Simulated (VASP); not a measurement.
YTeAs, 6 atoms in the cell. It takes space group I4/mmm (No. 139, tetragonal). The conventional cell has a = 4.170 Å, b = 4.170 Å, c = 17.316 Å, α = 90.00°, β = 90.00°, γ = 90.00°. As (site symmetry mmm) has 4 Y at 2.88 Å and 4 As at 2.95 Å within 3.8 Å. Te (site symmetry 4mm) has 5 Y at 3.23 to 3.38 Å and 8 Te at 3.60 to 4.17 Å and 4 As at 3.90 Å within 4.2 Å. Y (site symmetry 4mm) has 4 As at 2.88 Å and 5 Te at 3.23 to 3.38 Å within 3.8 Å. 

- Program: VASP 6.6.1
- Task: single point
- Functional: PBEsol
- Potentials or basis: VASP PAW PBE potentials, release 64 (As, Te, Y_sv)
- Cutoff: 520 eV
- k mesh: 5 × 5 × 5
- Occupations: fermi-dirac, width 0.1 eV
- Spin: no spin polarisation
- Dipole correction: no
- Further INCAR settings: ALGO = Normal; EDIFF = 1e-07; NBANDS = 31

Potentials or basis: VASP PAW PBE potentials, release 64 (As, Te, Y_sv).

Run with:

```sh
$ cat potpaw_PBE.64/As/POTCAR potpaw_PBE.64/Te/POTCAR potpaw_PBE.64/Y_sv/POTCAR > POTCAR
$ mpirun -np 1 vasp_std > vasp.out
```

Hardware: 1 thread of Intel(R) Xeon(R) Platinum 8488C (Sapphire Rapids) (shared host).

**Question.** How long does it take, and how much memory?

**Answer.** It took 78 s on 1 thread of Intel(R) Xeon(R) Platinum 8488C (Sapphire Rapids), with other jobs on the host, peak memory 0.31 GiB. Counts: scf iterations 17, k points 18.
